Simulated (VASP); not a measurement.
Set up this calculation in VASP 6.6.1, as the native input.

* Task: single point
* Functional: PBE
* Potentials or basis: VASP PAW PBE potentials, release 64 (Lu)
* Cutoff: 520 eV
* k mesh: 16 × 16 × 16
* Occupations: fermi-dirac, width 0.08 eV
* Spin: no spin polarisation
* Dipole correction: no
* Further INCAR settings: ALGO = Normal; EDIFF = 1e-07; NBANDS = 18

The structure of Lu lies in POSCAR:

```
Lu
1.0
    0.0000000000      2.0648203295      2.0648203295
    2.0648203295      0.0000000000      2.0648203295
    2.0648203295      2.0648203295      0.0000000000
Lu
1
Direct
    0.0000000000      0.0000000000      0.0000000000
```

The input as run:

INCAR

```
PREC = Accurate
ENCUT = 520
EDIFF = 1E-7
ISMEAR = -1
SIGMA = 0.08
LREAL = False
LASPH = True
NELM = 60
ALGO = Normal
ISIF = 2
LWAVE = False
LCHARG = False
GGA = PE
NBANDS = 18
```

KPOINTS

```
Automatic mesh
0
Gamma
  16 16 16
```

Potentials or basis: VASP PAW PBE potentials, release 64 (Lu).

Run with:

```bash
$ cat potpaw_PBE.64/Lu/POTCAR > POTCAR
$ mpirun -np 1 vasp_std > vasp.out
```

It gave:

- Pressure: 52.2 GPa

It took 37 s on 1 thread of Intel(R) Xeon(R) Platinum 8259CL CPU @ 2.50GHz (Skylake/Cascade Lake), with other jobs on the host, peak memory 0.18 GiB.
